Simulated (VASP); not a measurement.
TaRu, 2 atoms in the cell. It takes space group Pm-3m (No. 221, cubic). Conventional cell: a = 3.122 Å, b = 3.122 Å, c = 3.122 Å, α = 90.00°, β = 90.00°, γ = 90.00°. Ta (site symmetry m-3m) has 8 Ru at 2.70 Å and 6 Ta at 3.12 Å within 3.6 Å. Ru (site symmetry m-3m) has 8 Ta at 2.70 Å and 6 Ru at 3.12 Å within 3.6 Å.  This cell differs from its parent crystal: volume scaled by 0.94.

| Quantity | Value |
| --- | --- |
| Program | VASP 6.6.1 |
| Task | electric field gradients |
| Functional | LDA |
| Potentials or basis | VASP PAW LDA potentials, release 64 (Ta_pv, Ru_pv) |
| Cutoff | 520 eV |
| k mesh | 13 × 13 × 13 |
| Occupations | fermi-dirac, width 0.03 eV |
| Spin | no spin polarisation |
| Dipole correction | no |
| Further INCAR settings | ALGO = Normal; EDIFF = 1e-08; NBANDS = 20 |

Potentials or basis: VASP PAW LDA potentials, release 64 (Ta_pv, Ru_pv).

Command:

```sh
$ cat potpaw_LDA.64/Ta_pv/POTCAR potpaw_LDA.64/Ru_pv/POTCAR > POTCAR
$ mpirun -np 1 vasp_std > vasp.out
```

Hardware: 1 thread of AMD EPYC 7R13 (shared host).

Q: Estimate the wall time of this run.

A: Wall time 84 s on 1 thread of AMD EPYC 7R13, on a shared host, peak memory 0.14 GiB. Counts: scf iterations 14, k points 84.
